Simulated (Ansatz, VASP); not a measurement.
Two plane-wave programs on Si4GePt

```
Si Ge Pt
1.0
     2.95300    0.00000    0.00000
    -1.47650    2.55738    0.00000
     0.00000    0.00000   11.78200
Si Ge Pt
4 1 1
Direct
  0.33333 0.66667 0.62596
  0.00000 0.00000 0.87812
  0.00000 0.00000 0.12188
  0.33333 0.66667 0.37404
  0.66667 0.33333 0.50000
  0.66667 0.33333 0.00000
```

Change from the starting cell: species swapped into the TaWSe4 type (P-6m2, No. 187).

Alike in both runs: task relaxation of cell and atoms; functional PBE; k mesh 6 × 6 × 2; occupations gaussian, width 0.1 eV; no spin polarisation.

|  | VASP | Ansatz |
| --- | --- | --- |
| version | VASP 6.6.1 | Ansatz 0.2.0 |
| potentials or method | VASP PAW PBE potentials, release 64 (Si, Ge_d, Pt), cutoff 600 eV | scalar-relativistic, plane waves, PAW |
| valence electrons in the cell | 40 | 48 |

```tsv
	VASP	Ansatz	Ansatz less VASP
gap on the k mesh at the Fermi level, each at its own relaxed structure (eV)	none	none	-
relaxed volume (Å³/atom)	16.67	16.72	+0.051
relaxed cell length with the largest relative difference (Å)	8.318	9.071	+0.7529
```

A gap of «none» marks a metal or a gap that the smearing closes. One of these differences is far larger than is usual between the two programs; its cause wasn't traced. VASP's potentials hold 40 valence electrons a cell and Ansatz's 48, so a difference there can come from the potentials and not from the codes.

The k mesh is coarse, so the values compare programs but aren't converged. Spin-orbit coupling is off throughout.
